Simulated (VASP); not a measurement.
AlRu (rocksalt type): single point with r2SCAN

Crystal: AlRu (rocksalt type).

```
CELL_PARAMETERS angstrom
0.00000 2.46867 2.46867
2.46867 0.00000 2.46867
2.46867 2.46867 0.00000
ATOMIC_POSITIONS crystal
Ru 0.00000 0.00000 0.00000
Al 0.50000 0.50000 0.50000
```

```yaml
Program: VASP 6.6.1
Task: single point
Functional: r2SCAN
Potentials_or_basis: VASP PAW PBE potentials, release 64 (Ru_pv, Al)
Cutoff: 520 eV
k_mesh: 13 × 13 × 13
Occupations: fermi-dirac, width 0.05 eV
Spin: no spin polarisation
Dipole_correction: no
Further_INCAR_settings: ALGO = Normal; EDIFF = 1e-06; NBANDS = 16
```

The pressure is 0.1 GPa and the band gap on the k mesh is zero (an odd number of electrons rules out a gap without spin polarisation).

Levels at points of the mesh, in eV from the Fermi level:
```tsv
k point	band 6	band 7	band 8	band 9	band 10	band 11	band 12	band 13
(0.00, 0.00, 0.00)	-2.19	-2.19	-1.90	-1.90	7.15	7.15	7.15	10.73
```

It took 66 s on 1 thread of Intel(R) Xeon(R) 6975P-C (Granite Rapids), with other jobs on the host, peak memory 0.19 GiB.

Caveat: an empty level that is flat over the whole mesh can mark a ghost state of the potentials, or a narrow d or f band; the PAW data sets were made with another functional, which shifts forces and pressure a little.
